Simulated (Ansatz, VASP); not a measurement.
**AgCl: VASP beside Ansatz**

INCAR

```
SYSTEM = AgCl
PREC = Accurate
ENCUT = 520
EDIFF = 1E-7
ISMEAR = -1
SIGMA = 0.01
LREAL = .FALSE.
LASPH = .TRUE.
NELM = 80
ALGO = Normal
ISIF = 2
LWAVE = .FALSE.
LCHARG = .FALSE.
GGA = PS
NBANDS = 16
```

Contents of KPOINTS:

```
regular mesh
0
G
  9 9 9
  0 0 0
```

Contents of POSCAR:

```
AgCl
1.0
    0.0000000000      2.7351899843      2.7351899843
    2.7351899843      0.0000000000      2.7351899843
    2.7351899843      2.7351899843      0.0000000000
Ag Cl
1 1
Direct
    0.0000000000      0.0000000000      0.0000000000
    0.5000000000      0.5000000000      0.5000000000
```

Input for Ansatz:

```yaml
crystal:
  lattice:
    - [0.0, 2.7351899843, 2.7351899843]
    - [2.7351899843, 0.0, 2.7351899843]
    - [2.7351899843, 2.7351899843, 0.0]
  atoms:
    - { symbol: Ag, position: [0.0, 0.0, 0.0] }
    - { symbol: Cl, position: [0.5, 0.5, 0.5] }
kpoints:
  mp_grid: { grid: [9, 9, 9] }
scf:
  occupations: { method: fermi_dirac, width: 0.01 }
hamiltonian:
  xc: pbesol
  pseudopotentials: { kind: all_electron, lapw: { basis_error: 0.0005 } }
output:
  forces: true
  stress: true
  eigenvalues: true
```

Change from the starting cell: functional pbesol, volume scaled by 0.96.

Alike in both runs: task single point; functional PBEsol; k mesh 9 × 9 × 9; occupations fermi-dirac, width 0.01 eV; no spin polarisation.

|  | VASP | Ansatz |
| --- | --- | --- |
| version | VASP 6.6.1 | Ansatz 0.2.0 |
| potentials or method | VASP PAW PBE potentials, release 64 (Ag, Cl), cutoff 520 eV | all-electron LAPW, scalar-relativistic |

|  | VASP | Ansatz | Ansatz less VASP |
| --- | --- | --- | --- |
| gap on the k mesh at the Fermi level (eV) | 0.77 | 0.78 | +0.005 |
| pressure (GPa) | -0.8 | -0.7 | +0.11 |

VASP's potentials were made for PBE, not for PBEsol. Ansatz ran all-electron here, and VASP with PAW potentials.
